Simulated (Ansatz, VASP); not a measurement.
One calculation of TiB2, two programs

```xyz
3
Lattice="2.9949 0.0000 0.0000 -1.4975 2.5937 0.0000 0.0000 0.0000 3.1573" Properties=species:S:1:pos:R:3 pbc="T T T"
Ti    0.0000    0.0000    0.0000
B     0.0000    1.7291    1.5786
B     1.4975    0.8646    1.5786
```

Alike in both runs: functional LDA; k mesh 9 × 9 × 6; occupations gaussian, width 0.1 eV; no spin polarisation.

Ansatz relaxed the structure, and its values are those at the end. VASP's run is a single point on that final structure, the one shown.

```csv
,VASP,Ansatz
version,VASP 6.6.1,Ansatz 0.2.0
potentials or method,"VASP PAW LDA potentials, release 64 (Ti_sv, B), cutoff 520 eV","scalar-relativistic, plane waves, PAW"
valence electrons in the cell,18,18
```

Ansatz gave:

* gap on the k mesh at the Fermi level (eV): none
* pressure (GPa): 0.0

Question: What did VASP give for the same quantities?

Answer: gap on the k mesh at the Fermi level (eV): none; pressure (GPa): 0.5.

Ansatz warns that its potentials were made for another functional, while VASP's fit it. LDA's correlation is that of Perdew and Zunger in VASP and of Perdew and Wang (1992) in Ansatz. A gap of «none» marks a metal or a gap that the smearing closes.
